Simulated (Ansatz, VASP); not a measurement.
**KMgF3 in VASP and in Ansatz**

```xyz
5
Lattice="3.8265 0.0000 0.0000 0.0000 3.8265 0.0000 0.0000 0.0000 4.3048" Properties=species:S:1:pos:R:3 pbc="T T T"
K     1.9132    1.9132    2.1524
Mg    0.0000    0.0000    0.0000
F     1.9132    0.0000    0.0000
F     0.0000    1.9132    0.0000
F     0.0000    0.0000    2.1524
```

Change from the starting cell: strain -0.040 along x and y, +0.080 along z, atoms carried along.

Alike in both runs: task single point; functional PBE; k mesh 6 × 6 × 6; occupations gaussian, width 0.05 eV; no spin polarisation.

|  | VASP | Ansatz |
| --- | --- | --- |
| version | VASP 6.6.1 | Ansatz 0.2.0 |
| potentials or method | VASP PAW PBE potentials, release 64 (K_sv, Mg, F), cutoff 520 eV | scalar-relativistic, plane waves, PAW |
| valence electrons in the cell | 32 | 40 |

```tsv
	VASP	Ansatz	Ansatz less VASP
gap on the k mesh at the Fermi level (eV)	7.23	7.26	+0.030
least direct gap on the mesh (eV)	7.58	7.61	+0.027
pressure (GPa)	5.4	5.8	+0.41
traceless stress, the component that is largest in VASP (GPa)	-7.48	-7.44	+0.034
```

VASP's potentials hold 32 valence electrons a cell and Ansatz's 40, so a difference there can come from the potentials and not from the codes.
